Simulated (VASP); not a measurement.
# GaCo (Pm-3m) in VASP: single point with PBEsol

Aim: the single point of GaCo with PBEsol.

All numbers are computed with VASP 6.6.1; they aren't measurements. Logs are shortened: lines on timing, memory, paths and dates and some standing lists are left out, and cuts for length are marked.

## 1. The cell of the first run

Symmetry: Pm-3m, No. 221, cubic system. The conventional cell has a = 2.883 Å, b = 2.883 Å, c = 2.883 Å, α = 90.00°, β = 90.00°, γ = 90.00°. Ga (site symmetry m-3m) has 8 Co at 2.50 Å and 6 Ga at 2.88 Å within 3.3 Å. Within 3.3 Å of Co (site symmetry m-3m) lie 8 Ga at 2.50 Å and 6 Co at 2.88 Å.

## 2. Single point, PBEsol

INCAR

```
PREC     = Accurate       # precision mode
ENCUT    = 520            # plane-wave cutoff, eV
EDIFF    = 1E-6           # SCF threshold, eV
ISMEAR   = 0              # smearing method
SIGMA    = 0.15           # smearing width, eV
LREAL    = False          # projectors in reciprocal space
LASPH    = True           # aspherical terms in the spheres
NELM     = 60             # most SCF steps
ALGO     = Normal         # electronic algorithm
ISIF     = 2              # what is computed and relaxed
LWAVE    = False          # write WAVECAR
LCHARG   = True           # write CHGCAR
GGA      = PS             # functional
LELF     = True           # ELF
LVHAR    = True         
NBANDS   = 18             # bands
```

KPOINTS

```
Automatic mesh
0
Gamma
  18 18 18
```

POSCAR

```
GaCo
1.0
    2.8831000000      0.0000000000      0.0000000000
    0.0000000000      2.8831000000      0.0000000000
    0.0000000000      0.0000000000      2.8831000000
Ga Co
1 1
Direct
    0.5000000000      0.5000000000      0.5000000000
    0.0000000000      0.0000000000      0.0000000000
```

Potentials or basis: VASP PAW PBE potentials, release 64 (Ga_d, Co).

Launch:

```
cat potpaw_PBE.64/Ga_d/POTCAR potpaw_PBE.64/Co/POTCAR > POTCAR
mpirun -np 1 vasp_std > vasp.out
```

OUTCAR:

```text
PREC = Accurate
   ENCUT = 520
   EDIFF = 1E-6
   ISMEAR = 0
   LREAL = False
   LASPH = True
   NELM = 60
   ISIF = 2
   GGA = PS

 ion  position               nearest neighbor table
   1  0.500  0.500  0.500-   2 2.50   2 2.50   2 2.50   2 2.50   2 2.50   2 2.50   2 2.50   2 2.50

   2  0.000  0.000  0.000-   1 2.50   1 2.50   1 2.50   1 2.50   1 2.50   1 2.50   1 2.50   1 2.50

  LATTYP: Found a simple cubic cell.
 ALAT       =     2.8831000000

  Lattice vectors:

 A1 = (   2.8831000000,   0.0000000000,   0.0000000000)
 A2 = (   0.0000000000,   2.8831000000,   0.0000000000)
 A3 = (   0.0000000000,   0.0000000000,   2.8831000000)

Analysis of symmetry for initial positions (statically):
=====================================================================
 Subroutine PRICEL returns:
 Original cell was already a primitive cell.

 Routine SETGRP: Setting up the symmetry group for a
 simple cubic supercell.

 Subroutine GETGRP returns: Found 48 space group operations
 (whereof 48 operations were pure point group operations)
 out of a pool of 48 trial point group operations.

The static configuration has the point symmetry O_h .

Analysis of symmetry for dynamics (positions and initial velocities):
=====================================================================
 Subroutine PRICEL returns:
 Original cell was already a primitive cell.

 Routine SETGRP: Setting up the symmetry group for a
 simple cubic supercell.

 Subroutine GETGRP returns: Found 48 space group operations
 (whereof 48 operations were pure point group operations)
 out of a pool of 48 trial point group operations.

The dynamic configuration has the point symmetry O_h .

 Subroutine INISYM returns: Found 48 space group operations
 (whereof 48 operations are pure point group operations),
 and found     1 'primitive' translations

----------------------------------------------------------------------------------------

                                     Primitive cell

  volume of cell :      23.9651

  direct lattice vectors                    reciprocal lattice vectors
     2.883100000  0.000000000  0.000000000     0.346848878  0.000000000  0.000000000
     0.000000000  2.883100000  0.000000000     0.000000000  0.346848878  0.000000000
     0.000000000  0.000000000  2.883100000     0.000000000  0.000000000  0.346848878

  length of vectors
     2.883100000  2.883100000  2.883100000     0.346848878  0.346848878  0.346848878

  position of ions in fractional coordinates (direct lattice)
     0.500000000  0.500000000  0.500000000
     0.000000000  0.000000000  0.000000000

  ion indices of the primitive-cell ions
   primitive index   ion index
                 1           1
                 2           2

----------------------------------------------------------------------------------------

 KPOINTS: Automatic mesh

Automatic generation of k-mesh.
 Grid dimensions read from file:
 generate k-points for:   18   18   18

 Generating k-lattice:

  Cartesian coordinates                     Fractional coordinates (reciprocal lattice)
     0.019269382  0.000000000  0.000000000     0.055555556  0.000000000  0.000000000
     0.000000000  0.019269382  0.000000000     0.000000000  0.055555556  0.000000000
     0.000000000  0.000000000  0.019269382     0.000000000  0.000000000  0.055555556

  Length of vectors
     0.019269382  0.019269382  0.019269382

  Shift w.r.t. Gamma in fractional coordinates (k-lattice)
     0.000000000  0.000000000  0.000000000

 Subroutine IBZKPT returns following result:
 ===========================================

 Found    220 irreducible k-points:

 Following reciprocal coordinates:
            Coordinates               Weight
  0.000000  0.000000  0.000000      1.000000
  0.055556  0.000000  0.000000      6.000000
  0.111111  0.000000  0.000000      6.000000
  0.166667  0.000000  0.000000      6.000000
  0.222222  0.000000  0.000000      6.000000
  0.277778  0.000000  0.000000      6.000000
[... 16 lines left out ...]
  0.277778  0.111111  0.000000     24.000000
  0.333333  0.111111  0.000000     24.000000
 [... further k-points ...]
   k-points           NKPTS =    220   k-points in BZ     NKDIM =    220   number of bands    NBANDS=     18
   number of dos      NEDOS =    301   number of ions     NIONS =      2
   total plane-waves  NPLWV =  13824
   dimension x,y,z NGX =    24 NGY =   24 NGZ =   24
   dimension x,y,z NGXF=    48 NGYF=   48 NGZF=   48
   ions per type =               1   1
   NGX,Y,Z   is equivalent  to a cutoff of  13.84, 13.84, 13.84 a.u.
   NGXF,Y,Z  is equivalent  to a cutoff of  27.68, 27.68, 27.68 a.u.
 SYSTEM =  unknown system
   PREC   = accura    normal or accurate (medium, high low for compatibility)
   ISTART =      0    job   : 0-new  1-cont  2-samecut
   ICHARG =      2    charge: 1-file 2-atom 10-const
   ISPIN  =      1    spin polarized calculation?
   LNONCOLLINEAR =      F non collinear calculations
   LSORBIT =      F    spin-orbit coupling
   LASPH  =      T    aspherical Exc in radial PAW
   ENCUT  =  520.0 eV  38.22 Ry    6.18 a.u.   5.36  5.36  5.36*2*pi/ulx,y,z
   NELM   =     60;   NELMIN=  2; NELMDL= -5     # of ELM steps
   EDIFF  = 0.1E-05   stopping-criterion for ELM
   LREAL  =      F    real-space projection
   EDIFFG = 0.1E-04   stopping-criterion for IOM
   NSW    =      0    number of steps for IOM
   IBRION =     -1    ionic relax: 0-MD 1-quasi-New 2-CG
   NFREE  =      0    steps in history (QN), initial steepest desc. (CG)
   ISIF   =      2    stress and relaxation
   ISYM   =      2    0-nonsym 1-usesym 2-fastsym
   POTIM  = 0.5000    time-step for ionic-motion
   TEBEG  =    0.0;   TEEND  =   0.0 temperature during run
   PSTRESS=    0.0 pullay stress
   NELECT =      22.0000    total number of electrons
   NUPDOWN=      -1.0000    fix difference up-down
   EMIN   =  10.00;   EMAX   =-10.00  energy-range for DOS
   EFERMI =   0.00;   METHOD = LEGACY
   ISMEAR =     0;   SIGMA  =   0.15  broadening in eV -4-tet -1-fermi 0-gaus
   EFERMI_NEDOS =   21; number of points for ismear=-14 and -15
   IALGO  =     38    algorithm
   IMIX   =      4    mixing-type and parameters
     AMIX     =   0.40;   BMIX     =  1.00
     AMIX_MAG =   1.60;   BMIX_MAG =  1.00
  volume/ion in A,a.u.               =      11.98        80.86
  Fermi-wavevector in a.u.,A,eV,Ry     =   1.591070  3.006687 34.443210  2.531504
  Thomas-Fermi vector in A             =   2.689667
   LORBIT       =      0    0 simple, 1 ext, 2 COOP (PROOUT), +10 PAW based schemes
   GGA     = PS    functional components
   LHFCALC =     F    Hartree Fock is set to
   AEXX    =    0.0000 exact exchange contribution
   IVDW    =     0    specifies the selected vdW correction
   LEPSILON=     F    determine dielectric tensor
   LRPA    =     F    only Hartree local field effects (RPA)
 non-spin polarized calculation
 Gauss-broadening in eV      SIGMA  =   0.15
  energy-cutoff  :      520.00
  volume of cell :       23.97
 maximum number of plane-waves:       663
 NGX is ok and might be reduce to    24
   NGX = 11   NGY = 11   NGZ = 11

 number of electron      22.0000019 magnetization

 Free energy of the ion-electron system (eV)
  ---------------------------------------------------
  ext. energy  EPLUGINS =         0.00000000
  ---------------------------------------------------
  free energy    TOTEN  =       -11.75354230 eV

  energy without entropy =      -11.73881754  energy(sigma->0) =      -11.74617992

 E-fermi :   9.5297     XC(G=0): -13.3180

 val. band max:        9.5153230157   @ k =   0.5000   0.3333   0.0556
 cond. band min:       9.5409425364   @ k =   0.4444   0.3333   0.3333
 fundamental gap:      0.0256195207
 Fermi energy:         9.5296902371

 k-point     1 :       0.0000    0.0000    0.0000
  band No.  band energies     occupation
      1      -5.5464      2.00000
      2      -5.5464      2.00000
      3      -5.2024      2.00000
      4      -5.2024      2.00000
      5      -5.2024      2.00000
      6      -2.5133      2.00000
[... 10 lines left out ...]
     17      21.9255      0.00000
     18      32.3403      0.00000

 k-point     2 :       0.0556    0.0000    0.0000
  band No.  band energies     occupation
      1      -5.5448      2.00000
      2      -5.5382      2.00000
      3      -5.2054      2.00000
      4      -5.2054      2.00000
      5      -5.2018      2.00000
      6      -2.4552      2.00000
[... 10 lines left out ...]
     17      22.2229      0.00000
     18      31.7857      0.00000

 k-point     3 :       0.1111    0.0000    0.0000
  band No.  band energies     occupation
      1      -5.5401      2.00000
      2      -5.5147      2.00000
      3      -5.2141      2.00000
      4      -5.2141      2.00000
      5      -5.1998      2.00000
      6      -2.2808      2.00000
[... 10 lines left out ...]
     17      23.3791      0.00000
     18      30.6415      0.00000

 k-point     4 :       0.1667    0.0000    0.0000
  band No.  band energies     occupation
      1      -5.5328      2.00000
      2      -5.4795      2.00000
      3      -5.2272      2.00000
      4      -5.2272      2.00000
      5      -5.1968      2.00000
      6      -1.9898      2.00000
[... 10 lines left out ...]
     17      25.1761      0.00000
     18      29.4886      0.00000

 k-point     5 :       0.2222    0.0000    0.0000
  band No.  band energies     occupation
      1      -5.5239      2.00000
      2      -5.4375      2.00000
      3      -5.2433      2.00000
      4      -5.2433      2.00000
      5      -5.1931      2.00000
      6      -1.5831      2.00000
[... 10 lines left out ...]
     17      27.2548      0.00000
     18      28.0590      0.00000

 k-point     6 :       0.2778    0.0000    0.0000
  band No.  band energies     occupation
      1      -5.5144      2.00000
      2      -5.3941      2.00000
      3      -5.2604      2.00000
      4      -5.2604      2.00000
      5      -5.1892      2.00000
      6      -1.0632      2.00000
[... 10 lines left out ...]
     17      26.5763      0.00000
     18      26.5763      0.00000

 k-point     7 :       0.3333    0.0000    0.0000
  band No.  band energies     occupation
      1      -5.5054      2.00000
      2      -5.3543      2.00000
      3      -5.2764      2.00000
      4      -5.2764      2.00000
      5      -5.1855      2.00000
      6      -0.4356      2.00000
[... 10 lines left out ...]
     17      25.1639      0.00000
     18      25.1639      0.00000

 k-point     8 :       0.3889    0.0000    0.0000
  band No.  band energies     occupation
      1      -5.4981      2.00000
      2      -5.3225      2.00000
      3      -5.2894      2.00000
      4      -5.2894      2.00000
      5      -5.1825      2.00000
      6       0.2870      2.00000
[... 10 lines left out ...]
     17      23.8492      0.00000
     18      23.8492      0.00000
[... 229 lines left out ...]
     17      22.1928      0.00000
     18      23.7413      0.00000

 k-point    20 :       0.1111    0.1111    0.0000
  band No.  band energies     occupation
      1      -5.5220      2.00000
      2      -5.4943      2.00000
      3      -5.2283      2.00000
      4      -5.2153      2.00000
      5      -5.2086      2.00000
      6      -2.0492      2.00000
[... 10 lines left out ...]
     17      23.9581      0.00000
     18      27.9940      0.00000

 k-point    21 :       0.1667    0.1111    0.0000
  band No.  band energies     occupation
      1      -5.5120      2.00000
      2      -5.4615      2.00000
      3      -5.2442      2.00000
      4      -5.2269      2.00000
      5      -5.2083      2.00000
      6      -1.7601      2.00000
[... 10 lines left out ...]
     17      25.4320      0.00000
     18      26.4955      0.00000

 k-point    22 :       0.2222    0.1111    0.0000
  band No.  band energies     occupation
      1      -5.5026      2.00000
      2      -5.4195      2.00000
      3      -5.2633      2.00000
      4      -5.2432      2.00000
      5      -5.2059      2.00000
      6      -1.3567      2.00000
[... 10 lines left out ...]
     17      25.0748      0.00000
     18      27.4442      0.00000

 k-point    23 :       0.2778    0.1111    0.0000
  band No.  band energies     occupation
      1      -5.4933      2.00000
      2      -5.3753      2.00000
      3      -5.2834      2.00000
      4      -5.2608      2.00000
      5      -5.2030      2.00000
      6      -0.8419      2.00000
[... 10 lines left out ...]
     17      23.9644      0.00000
     18      26.7454      0.00000

 k-point    24 :       0.3333    0.1111    0.0000
  band No.  band energies     occupation
      1      -5.4847      2.00000
      2      -5.3346      2.00000
      3      -5.3020      2.00000
      4      -5.2773      2.00000
      5      -5.2002      2.00000
      6      -0.2224      2.00000
[... 10 lines left out ...]
     17      24.2246      0.00000
     18      25.3504      0.00000

 [... further k-points ...]
[... 5 lines left out ...]
  --------------------------------------------------------------------------------------
  -------------------------------------------------------------------------------------
  Total       -1.1923577     -1.1923577     -1.1923577     -0.0000000     -0.0000000      0.0000000
  in kB      -79.7146287    -79.7146287    -79.7146287     -0.0000000     -0.0000000      0.0000000
  external PRESSURE =     -79.7146287 kB  Pullay stress =       0.0000000 kB

 VOLUME and BASIS-vectors are now :
 -----------------------------------------------------------------------------
  energy-cutoff  :      520.00
  volume of cell :       23.97
      direct lattice vectors                 reciprocal lattice vectors
     2.883100000  0.000000000  0.000000000     0.346848878  0.000000000  0.000000000
     0.000000000  2.883100000  0.000000000     0.000000000  0.346848878  0.000000000
     0.000000000  0.000000000  2.883100000     0.000000000  0.000000000  0.346848878

 POSITION                                       TOTAL-FORCE (eV/Angst)
 -----------------------------------------------------------------------------------
      1.44155      1.44155      1.44155         0.000000      0.000000      0.000000
      0.00000      0.00000      0.00000         0.000000      0.000000      0.000000
 -----------------------------------------------------------------------------------
    total drift:                                0.000000      0.000000     -0.000000

  FREE ENERGIE OF THE ION-ELECTRON SYSTEM (eV)
  ---------------------------------------------------
  free  energy   TOTEN  =       -11.7535422977 eV

  energy  without entropy=      -11.7388175388  energy(sigma->0) =      -11.74617992
```

Wall time 36 s (1 thread of Intel Xeon Platinum 8488C (Sapphire Rapids), shared host); peak memory 0.22 GiB.

Results:

| Quantity | Value |
| --- | --- |
| Free energy | -11.7535 eV |
| Pressure | -8.0 GPa |
| Band gap on the k mesh | zero (band 11 reaches 10.91 eV, above the bottom of band 12 at 9.29 eV) |

Caveat: the PAW data sets were made with another functional, which shifts forces and pressure a little. Spin polarisation is off, so any magnetic state and its effect on volume and gap are missing.
